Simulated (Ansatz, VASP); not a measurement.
**Two plane-wave programs on ZnO**

File POSCAR:

```
ZnO
1.0
    3.3646086281      0.0000000000      0.0000000000
   -1.6823043140      2.9138365457      0.0000000000
    0.0000000000      0.0000000000      4.7945027449
Zn O
2 2
Direct
    0.3333333333      0.6666666667      0.0012360734
    0.6666666667      0.3333333333      0.5012360734
    0.3333333333      0.6666666667      0.3808639266
    0.6666666667      0.3333333333      0.8808639266
```

INCAR.step1

```
PREC = Accurate
ENCUT = 520
ISMEAR = 0
SIGMA = 0.05
LREAL = False
LASPH = True
NELM = 60
NBANDS = 26
GGA = PE
ALGO = Normal
EDIFF = 1E-4
LWAVE = True
LCHARG = False
```

The input INCAR.step2:

```
PREC = Accurate
ENCUT = 520
EDIFF = 1E-6
ISMEAR = 0
SIGMA = 0.05
LREAL = False
LASPH = True
NELM = 60
ALGO = Normal
ISIF = 2
LWAVE = False
LCHARG = True
METAGGA = R2SCAN
LMIXTAU = True
LELF = True
LVHAR = True
NBANDS = 26
ISTART = 1
```

Contents of KPOINTS:

```
Automatic mesh
0
Gamma
  12 12 6
```

Input for Ansatz:

```yaml
crystal:
  lattice:
    - [3.3646086281, 0.0, 0.0]
    - [-1.682304314, 2.9138365457, 0.0]
    - [0.0, 0.0, 4.7945027449]
  atoms:
    - { symbol: Zn, position: [0.3333333333, 0.6666666667, 0.0012360734] }
    - { symbol: Zn, position: [0.6666666667, 0.3333333333, 0.5012360734] }
    - { symbol: O, position: [0.3333333333, 0.6666666667, 0.3808639266] }
    - { symbol: O, position: [0.6666666667, 0.3333333333, 0.8808639266] }
basis:
  ecutwfc: 500
kpoints:
  mp_grid: { grid: [12, 12, 6] }
hamiltonian:
  xc: r2scan
scf:
  occupations: { method: gaussian, width: 0.05 }
output:
  forces: true
  stress: true
  eigenvalues: true
```

Change from the starting cell: strain +0.040 along x and y, -0.080 along z, atoms carried along.

Alike in both runs: task single point; functional r2SCAN; k mesh 12 × 12 × 6; occupations gaussian, width 0.05 eV; no spin polarisation.

```csv
,VASP,Ansatz
version,VASP 6.6.1,Ansatz 0.2.0
potentials or method,"VASP PAW PBE potentials, release 64 (Zn, O), cutoff 520 eV","scalar-relativistic, plane waves, PAW"
valence electrons in the cell,36,36
```

|  | VASP | Ansatz | Ansatz less VASP |
| --- | --- | --- | --- |
| gap on the k mesh at the Fermi level (eV) | 1.23 | 1.25 | +0.011 |
| least direct gap on the mesh (eV) | 1.23 | 1.25 | +0.011 |
| pressure (GPa) | 5.6 | 4.2 | -1.32 |
| traceless stress, the component that is largest in VASP (GPa) | 23.55 | 22.40 | -1.149 |
| rms of the force components (eV/Å) | 1.103 | 1.031 | -0.0721 |

VASP's potentials were made for PBE, not for r2SCAN. Atom by atom the forces differ by 0.072 eV/Å (rms over components).
